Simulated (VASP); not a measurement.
# Ce (P-3m1) in VASP: single point with PBEsol

Aim: the single point of Ce with PBEsol.

All numbers are computed with VASP 6.6.1; they aren't measurements. Logs are shortened: lines on timing, memory, paths and dates and some standing lists are left out, and cuts for length are marked.

### Step 1. The cell of the first run

The structure is trigonal, space group P-3m1 (No. 164). The conventional cell has a = 3.650 Å, b = 3.650 Å, c = 6.049 Å, α = 90.00°, β = 90.00°, γ = 120.00°. Ce (site symmetry 3m) has 12 Ce at 3.62 to 3.75 Å within 4.8 Å.

### Step 2. Single point, PBEsol, collinear spin, ferromagnetic start (last atom moved by 0.08 Å along z, cell strained by +1.5% along z)

INCAR reads:

```
SYSTEM = Ce
ALGO = Normal ; EDIFF = 1E-8
ENCUT = 720 ; GGA = PS
GGA_COMPAT = .FALSE. ; ISIF = 2
ISMEAR = 0 ; ISPIN = 2
KPAR = 8 ; LASPH = .TRUE.
LCHARG = .FALSE. ; LMAXMIX = 6
LORBIT = 11 ; LREAL = .FALSE.
LWAVE = .FALSE. ; MAGMOM = 1 1
NBANDS = 34 ; NELM = 200
PREC = Accurate ; SIGMA = 0.04
```

KPOINTS reads:

```
Automatic mesh
0
Gamma
  16 16 9
  0 0 0
```

POSCAR reads:

```
Ce
1.0
    3.6500000000      0.0000000000      0.0000000000
   -1.8250000000      3.1609927238      0.0000000000
    0.0000000000      0.0000000000      6.0494000000
Ce
2
Direct
    0.6666666700      0.3333333300      0.7500000000
    0.3333333300      0.6666666700      0.2634228200
```

Potentials or basis: VASP PAW PBE potentials, release 64 (Ce).

Command:

```sh
$ cat potpaw_PBE.64/Ce/POTCAR > POTCAR
$ mpirun -np 8 vasp_std > vasp.out
```

OUTCAR:

```text
SYSTEM = Ce
   EDIFF = 1E-8
   ENCUT = 720
   GGA = PS
   ISIF = 2
   ISMEAR = 0
   ISPIN = 2
   LASPH = .TRUE.
   LORBIT = 11
   LREAL = .FALSE.
   NELM = 200
   PREC = Accurate

 ion  position               nearest neighbor table
   1  0.667  0.333  0.750-
   2  0.333  0.667  0.263-

  LATTYP: Found a hexagonal cell.
 ALAT       =     3.6500000000
 C/A-ratio  =     1.6573698630

  Lattice vectors:

 A1 = (   3.6500000000,   0.0000000000,   0.0000000000)
 A2 = (  -1.8250000000,   3.1609927238,   0.0000000000)
 A3 = (   0.0000000000,   0.0000000000,   6.0494000000)

Analysis of symmetry for initial positions (statically):
=====================================================================
 Subroutine PRICEL returns:
 Original cell was already a primitive cell.

 Routine SETGRP: Setting up the symmetry group for a
 hexagonal supercell.

 Subroutine GETGRP returns: Found 12 space group operations
 (whereof  6 operations were pure point group operations)
 out of a pool of 24 trial point group operations.

The static configuration has the point symmetry C_3v.
 The point group associated with its full space group is D_3d.

Analysis of symmetry for dynamics (positions and initial velocities):
=====================================================================
 Subroutine PRICEL returns:
 Original cell was already a primitive cell.

 Routine SETGRP: Setting up the symmetry group for a
 hexagonal supercell.

 Subroutine GETGRP returns: Found 12 space group operations
 (whereof  6 operations were pure point group operations)
 out of a pool of 24 trial point group operations.

The dynamic configuration has the point symmetry C_3v.
 The point group associated with its full space group is D_3d.

Analysis of structural, dynamic, and magnetic symmetry:
=====================================================================
 Subroutine PRICEL returns:
 Original cell was already a primitive cell.

 Routine SETGRP: Setting up the symmetry group for a
 hexagonal supercell.

 Subroutine GETGRP returns: Found 12 space group operations
 (whereof  6 operations were pure point group operations)
 out of a pool of 24 trial point group operations.

The overall configuration has the point symmetry C_3v.
 The point group associated with its full space group is D_3d.

 Subroutine INISYM returns: Found 12 space group operations
 (whereof  6 operations are pure point group operations),
[... 121 lines left out ...]
  Thomas-Fermi vector in A             =   2.283609
   LORBIT       =     11    0 simple, 1 ext, 2 COOP (PROOUT), +10 PAW based schemes
   GGA     = PS    functional components
   LHFCALC =     F    Hartree Fock is set to
   AEXX    =    0.0000 exact exchange contribution
   IVDW    =     0    specifies the selected vdW correction
   LEPSILON=     F    determine dielectric tensor
   LRPA    =     F    only Hartree local field effects (RPA)

   CSHIFT  =0.1000    complex shift for real part using Kramers Kronig

   OMEGAMAX=  -1.0    maximum frequency
 spin polarized calculation
 Gauss-broadening in eV      SIGMA  =   0.04
  energy-cutoff  :      720.00
  volume of cell :       69.80
 maximum number of plane-waves:      3079
   NGX = 15   NGY = 15   NGZ = 27

 number of electron      24.0000000 magnetization       1.7086588

 Free energy of the ion-electron system (eV)
  ---------------------------------------------------
  ext. energy  EPLUGINS =         0.00000000
  ---------------------------------------------------
  free energy    TOTEN  =       -12.32883509 eV

  energy without entropy =      -12.32032664  energy(sigma->0) =      -12.32458086

 E-fermi :   6.5839     XC(G=0): -10.1177

 val. band max:        6.5839093400   @ k =   0.3125   0.0000   0.2222
 cond. band min:       6.5840132501   @ k =   0.3125   0.2500   0.4444
 fundamental gap:      0.0001039101
 Fermi energy:         6.5839453053

 spin component 1

 k-point     1 :       0.0000    0.0000    0.0000
  band No.  band energies     occupation
      1     -28.2730      1.00000
      2     -28.0923      1.00000
      3     -11.6137      1.00000
      4     -10.4228      1.00000
      5     -10.4228      1.00000
      6     -10.2749      1.00000
[... 637 lines left out ...]
     23       6.9904      0.00000
     24       7.0623      0.00000

 [... further k-points ...]

 spin component 2

 k-point     1 :       0.0000    0.0000    0.0000
  band No.  band energies     occupation
      1     -27.9308      1.00000
      2     -27.7471      1.00000
      3     -11.3317      1.00000
      4     -10.1329      1.00000
      5     -10.1329      1.00000
      6      -9.9774      1.00000
[... 637 lines left out ...]
     23       7.4775      0.00000
     24       7.5711      0.00000

 [... further k-points ...]

 [bands above 24 left out]

------------------------ aborting loop because EDIFF is reached ----------------------------------------

  FORCE on cell =-STRESS in cart. coord.  units (eV):
  Direction    XX          YY          ZZ          XY          YZ          ZX
  --------------------------------------------------------------------------------------
  -------------------------------------------------------------------------------------
  Total       -3.0571003     -3.0571003     -3.1191953      0.0000000      0.0000000      0.0000000
  in kB      -70.1764836    -70.1764836    -71.6018901      0.0000000      0.0000000      0.0000000
  external PRESSURE =     -70.6516191 kB  Pullay stress =       0.0000000 kB

 VOLUME and BASIS-vectors are now :
 -----------------------------------------------------------------------------
  energy-cutoff  :      720.00
  volume of cell :       69.80
      direct lattice vectors                 reciprocal lattice vectors
     3.650000000  0.000000000  0.000000000     0.273972603  0.158178156  0.000000000
    -1.825000000  3.160992724  0.000000000     0.000000000  0.316356312  0.000000000
     0.000000000  0.000000000  6.049400000     0.000000000  0.000000000  0.165305650

 POSITION                                       TOTAL-FORCE (eV/Angst)
 -----------------------------------------------------------------------------------
      1.82500      1.05366      4.53705         0.000000     -0.000000      0.087576
     -0.00000      2.10733      1.59355        -0.000000      0.000000     -0.087576
 -----------------------------------------------------------------------------------
    total drift:                                0.000001     -0.000001      0.000000

  FREE ENERGIE OF THE ION-ELECTRON SYSTEM (eV)
  ---------------------------------------------------
  free  energy   TOTEN  =       -12.3288350900 eV

  energy  without entropy=      -12.3203266368  energy(sigma->0) =      -12.32458086

 total charge

# of ion       s       p       d       f       tot
--------------------------------------------------
    1        2.086   5.598   0.939   0.996   9.620
    2        2.086   5.598   0.939   0.996   9.620
--------------------------------------------------
tot          4.172  11.196   1.879   1.993  19.240

 magnetization (x)

# of ion       s       p       d       f       tot
--------------------------------------------------
    1        0.004   0.004   0.061   0.646   0.715
    2        0.004   0.004   0.061   0.646   0.715
--------------------------------------------------
tot          0.007   0.008   0.122   1.293   1.430
```

OSZICAR:

```text
N       E                     dE             d eps       ncg     rms          rms(c)
DAV:   1     0.276717399092E+03    0.27672E+03   -0.10794E+04 32680   0.105E+03
DAV:   2     0.358333224527E+02   -0.24088E+03   -0.19629E+03 35016   0.202E+02
[... 14 lines left out ...]
DAV:  17    -0.123288338621E+02   -0.10183E-04   -0.23211E-05 44364   0.199E-02    0.982E-03
DAV:  18    -0.123288347963E+02   -0.93425E-06   -0.32462E-06 47448   0.616E-03    0.616E-03
DAV:  19    -0.123288348772E+02   -0.80881E-07   -0.54787E-07 50014   0.247E-03    0.301E-03
DAV:  20    -0.123288350277E+02   -0.15049E-06   -0.26635E-07 41080   0.203E-03    0.155E-03
DAV:  21    -0.123288350967E+02   -0.68979E-07   -0.21779E-07 38846   0.187E-03    0.595E-04
DAV:  22    -0.123288350900E+02    0.66602E-08   -0.17481E-08 29734   0.610E-04
   1 F= -.12328835E+02 E0= -.12324581E+02  d E =-.850845E-02  mag=     1.7087
```

stdout:

```text
POSCAR found type information on POSCAR Ce
 POSCAR found :  1 types and       2 ions
 scaLAPACK will be used
 -----------------------------------------------------------------------------
|                                                                             |
|           W    W    AA    RRRRR   N    N  II  N    N   GGGG   !!!           |
|           W    W   A  A   R    R  NN   N  II  NN   N  G    G  !!!           |
[... 21 lines left out ...]
 -----------------------------------------------------------------------------

 LDA part: xc-table for (Slater+PW92), standard interpolation
 POSCAR, INCAR and KPOINTS ok, starting setup
 FFT: planning ... GRIDC
 FFT: planning ... GRID_SOFT
 FFT: planning ... GRID
 WAVECAR not read
 entering main loop
```

It took 4.2 min on 8 MPI ranks of AMD EPYC 7R13 (Zen 3), shared host; peak memory 1.2 GiB.

Results:

| Property | Result |
| --- | --- |
| Free energy | -12.3288 eV |
| Pressure | -7.1 GPa |
| Largest force | 0.088 eV/Å |
| Net moment | 1.71 μB per cell |
| Site moments | Ce +0.71 μB |
| Valence electrons inside the program's atomic spheres | Ce 9.62 |

Forces on the atoms (eV/Å):
```
Ce   0.000  0.000  0.088
Ce   0.000  0.000 -0.088
```

Stress tensor (GPa, compression positive):
```
-7.02  0.00  0.00
 0.00 -7.02  0.00
 0.00  0.00 -7.16
```

Levels at points of the mesh, in eV from the Fermi level:
Spin up:
```
           k point  band 10  band 11  band 12  band 13  band 14  band 15  band 16  band 17
(0.00, 0.00, 0.00)    -1.88    -0.21    -0.12    -0.04     0.16     0.16     0.18     0.23
(0.50, 0.00, 0.00)    -1.32    -1.24    -0.10     0.13     0.14     0.23     0.28     0.28
```
Spin down:
```tsv
k point	band 8	band 9	band 10	band 11	band 12	band 13	band 14	band 15
(0.00, 0.00, 0.00)	-16.55	-3.20	-1.63	0.30	0.47	0.51	0.61	0.61
(0.50, 0.00, 0.00)	-16.74	-1.46	-1.07	-1.07	0.41	0.44	0.54	0.59
```

Caveat: the cell differs from its parent crystal (last atom moved by 0.08 Å along z, cell strained by +1.5% along z); the magnetic or orbital state may not be the lowest; the cell stands under tension; the PAW data sets were made with another functional, which shifts forces and pressure a little; spin-orbit coupling is left out, which moves the levels of the heavy elements; semilocal functionals describe open f shells poorly, which spoils levels, moments and volumes.
